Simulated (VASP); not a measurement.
# BN (Qingsongite) (F-43m) in VASP: notebook, part 2 of 2

VASP 6.6.1.

## (5) Single point, HSE06 (volume scaled by 1.06)

File POSCAR:

```
BN
1.0
    0.0000000000      1.8334522536      1.8334522536
    1.8334522536      0.0000000000      1.8334522536
    1.8334522536      1.8334522536      0.0000000000
B N
1 1
Direct
    0.0000000000      0.0000000000      0.0000000000
    0.2500000000      0.2500000000      0.2500000000
```

File INCAR.step1:

```
SYSTEM = BN
PREC = Accurate
ENCUT = 520
EDIFF = 1E-5
ISMEAR = 0
SIGMA = 0.02
LREAL = .False.
LASPH = .True.
NELM = 100
ALGO = Normal
ISIF = 2
LWAVE = .True.
LCHARG = .False.
NBANDS = 11
GGA = PE
```

File INCAR.step2:

```
SYSTEM = BN
PREC = Accurate
ENCUT = 520
EDIFF = 1E-6
ISMEAR = 0
SIGMA = 0.02
LREAL = .False.
LASPH = .True.
NELM = 100
ALGO = Normal
ISIF = 2
LWAVE = .False.
LCHARG = .False.
GGA = PE
LHFCALC = .True.
HFSCREEN = 0.2079
PRECFOCK = Normal
NBANDS = 11
ISTART = 1
```

File KPOINTS:

```
regular mesh
0
Gamma
  6 6 6
  0 0 0
```

Potentials or basis: VASP PAW PBE potentials, release 64 (B, N).

Started as:

```bash
$ cat potpaw_PBE.64/B/POTCAR potpaw_PBE.64/N/POTCAR > POTCAR
$ cp INCAR.step1 INCAR
$ mpirun -np 1 vasp_std > vasp.out
$ cp INCAR.step2 INCAR
$ mpirun -np 1 vasp_std > vasp.out
```

OUTCAR:

```text
SYSTEM = BN
   PREC = Accurate
   ENCUT = 520
   EDIFF = 1E-6
   ISMEAR = 0
   LREAL = .False.
   LASPH = .True.
   NELM = 100
   ISIF = 2
   GGA = PE
   LHFCALC = .True.
   HFSCREEN = 0.2079
   PRECFOCK = Normal
   ISTART = 1

 ion  position               nearest neighbor table
   1  0.000  0.000  0.000-   2 1.59   2 1.59   2 1.59   2 1.59
   2  0.250  0.250  0.250-   1 1.59   1 1.59   1 1.59   1 1.59

  LATTYP: Found a face centered cubic cell.
 ALAT       =     3.6669045072

  Lattice vectors:

 A1 = (   0.0000000000,   1.8334522536,   1.8334522536)
 A2 = (   1.8334522536,   0.0000000000,   1.8334522536)
 A3 = (   1.8334522536,   1.8334522536,   0.0000000000)

Analysis of symmetry for initial positions (statically):
=====================================================================
 Subroutine PRICEL returns:
 Original cell was already a primitive cell.

 Routine SETGRP: Setting up the symmetry group for a
 face centered cubic supercell.

 Subroutine GETGRP returns: Found 24 space group operations
 (whereof 24 operations were pure point group operations)
 out of a pool of 48 trial point group operations.

The static configuration has the point symmetry T_d .
[... 170 lines left out ...]
      2       6.0384      2.00000
      3       6.0384      2.00000
      4       6.0384      2.00000
      5      16.3691      0.00000
      6      16.3691      0.00000
      7      16.3691      0.00000
      8      17.4416      0.00000
      9      31.9384      0.00000
     10      35.2464      0.00000
     11      35.2464      0.00000
[... 197 lines left out ...]
 k-point    16 :      -0.3333    0.5000    0.1667
  band No.  band energies     occupation
      1      -9.6212      2.00000
      2      -2.6775      2.00000
      3      -0.4152      2.00000
      4      -0.2782      2.00000
      5      15.1566      0.00000
      6      19.4220      0.00000
      7      22.7581      0.00000
      8      24.5098      0.00000
      9      27.3358      0.00000
     10      33.5053      0.00000
     11      37.6812      0.00000

------------------------ aborting loop because EDIFF is reached ----------------------------------------

  FORCE on cell =-STRESS in cart. coord.  units (eV):
  Direction    XX          YY          ZZ          XY          YZ          ZX
  --------------------------------------------------------------------------------------
  -------------------------------------------------------------------------------------
  Total       -1.6034909     -1.6034909     -1.6034909     -0.0000000     -0.0000000     -0.0000000
  in kB     -208.4194665   -208.4194665   -208.4194665     -0.0000000     -0.0000000     -0.0000000
  external PRESSURE =    -208.4194665 kB  Pullay stress =       0.0000000 kB

 VOLUME and BASIS-vectors are now :
 -----------------------------------------------------------------------------
  energy-cutoff  :      520.00
  volume of cell :       12.33
      direct lattice vectors                 reciprocal lattice vectors
     0.000000000  1.833452254  1.833452254    -0.272709583  0.272709583  0.272709583
     1.833452254  0.000000000  1.833452254     0.272709583 -0.272709583  0.272709583
     1.833452254  1.833452254  0.000000000     0.272709583  0.272709583 -0.272709583

 POSITION                                       TOTAL-FORCE (eV/Angst)
 -----------------------------------------------------------------------------------
      0.00000      0.00000      0.00000        -0.000000     -0.000000     -0.000000
      0.91673      0.91673      0.91673         0.000000      0.000000      0.000000
 -----------------------------------------------------------------------------------
    total drift:                               -0.000000     -0.000000     -0.000000

  FREE ENERGIE OF THE ION-ELECTRON SYSTEM (eV)
  ---------------------------------------------------
  free  energy   TOTEN  =       -20.2800977185 eV

  energy  without entropy=      -20.2800977185  energy(sigma->0) =      -20.28009772
```

OUTCAR.step1:

```text
SYSTEM = BN
   PREC = Accurate
   ENCUT = 520
   EDIFF = 1E-5
   ISMEAR = 0
   LREAL = .False.
   LASPH = .True.
[... 434 lines left out ...]
      0.00000      0.00000      0.00000        -0.000000     -0.000000     -0.000000
      0.91673      0.91673      0.91673         0.000000      0.000000      0.000000
 -----------------------------------------------------------------------------------
    total drift:                               -0.000000     -0.000000      0.000000

  FREE ENERGIE OF THE ION-ELECTRON SYSTEM (eV)
  ---------------------------------------------------
  free  energy   TOTEN  =       -17.4319634291 eV

  energy  without entropy=      -17.4319634291  energy(sigma->0) =      -17.43196343
```

Wall time 2.2 min (1 thread of AMD EPYC 9R45 (Zen 5), shared host); peak memory 0.19 GiB.

Results:

```
Free energy            : -20.2801 eV
Pressure               : -20.8 GPa
Band gap on the k mesh : 5.72 eV, indirect (least direct gap 10.33 eV)
```

Levels at points of the mesh, in eV from the valence-band top:
| k point | band 1 | band 2 | band 3 | band 4 | band 5 | band 6 | band 7 | band 8 |
| --- | --- | --- | --- | --- | --- | --- | --- | --- |
| (0.00, 0.00, 0.00) | -21.60 | 0.00 | 0.00 | 0.00 | 10.33 | 10.33 | 10.33 | 11.40 |
| (0.50, 0.00, 0.00) | -17.29 | -11.22 | -2.02 | -2.02 | 11.26 | 12.26 | 12.26 | 16.92 |
| (0.50, 0.50, 0.00) | -15.87 | -9.48 | -5.09 | -5.09 | 5.72 | 10.48 | 19.77 | 19.77 |

Caveat: the k points lie up to 0.49 Å⁻¹ apart; the PAW data sets were made with another functional, which shifts forces and pressure a little.

## (6) Overview

| cell | gap on the mesh (eV) | pressure (GPa) |
| --- | --- | --- |
| a = 2.491 Å, angles 60.0°, 2 atoms | 5.87 | 28.7 |
| a = 2.517 Å, angles 60.0°, 2 atoms | 5.83 | 13.6 |
| a = 2.568 Å, angles 60.0°, 2 atoms | 5.76 | -10.9 |
| a = 2.593 Å, angles 60.0°, 2 atoms | 5.72 | -20.8 |

Alike in all rows: task single point; level HSE06; potentials or basis VASP PAW PBE potentials, release 64 (B, N); no spin polarisation; k mesh 6 × 6 × 6; cutoff (eV) 520; smearing gaussian 0.02 eV.

Caveats: all runs use coarse meshes; the PAW data sets were made with another functional, which shifts forces and pressure a little.

Total energies depend on the potentials used, so only differences within one code and one set of settings carry meaning.
